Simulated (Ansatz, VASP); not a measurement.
# Two plane-wave programs on Se

```
CELL_PARAMETERS angstrom
4.18557 0.00000 0.00000
-2.09278 3.62481 0.00000
0.00000 0.00000 4.42917
ATOMIC_POSITIONS crystal
Se 0.23964 0.00000 0.33333
Se 0.00000 0.23964 0.66667
Se 0.76036 0.76036 0.00000
```

Alike in both runs: task single point; functional PBEsol; dispersion D3(BJ); k mesh 12 × 12 × 8; occupations gaussian, width 0.03 eV; no spin polarisation.

|  | VASP | Ansatz |
| --- | --- | --- |
| version | VASP 6.6.1 | Ansatz 0.2.0 |
| potentials or method | VASP PAW PBE potentials, release 64 (Se), cutoff 520 eV | scalar-relativistic, plane waves, PAW |
| valence electrons in the cell | 18 | 48 |

|  | VASP | Ansatz | Ansatz less VASP |
| --- | --- | --- | --- |
| gap on the k mesh at the Fermi level (eV) | 0.05 | 0.05 | +0.004 |
| least direct gap on the mesh (eV) | 1.44 | 1.45 | +0.008 |
| pressure (GPa) | 11.3 | 10.8 | -0.42 |
| traceless stress, the component that is largest in VASP (GPa) | 6.35 | 6.26 | -0.095 |
| rms of the force components (eV/Å) | 1.037 | 0.989 | -0.0481 |

VASP's potentials were made for PBE, not for PBEsol. Atom by atom the forces differ by 0.048 eV/Å (rms over components). VASP's potentials hold 18 valence electrons a cell and Ansatz's 48, so a difference there can come from the potentials and not from the codes.
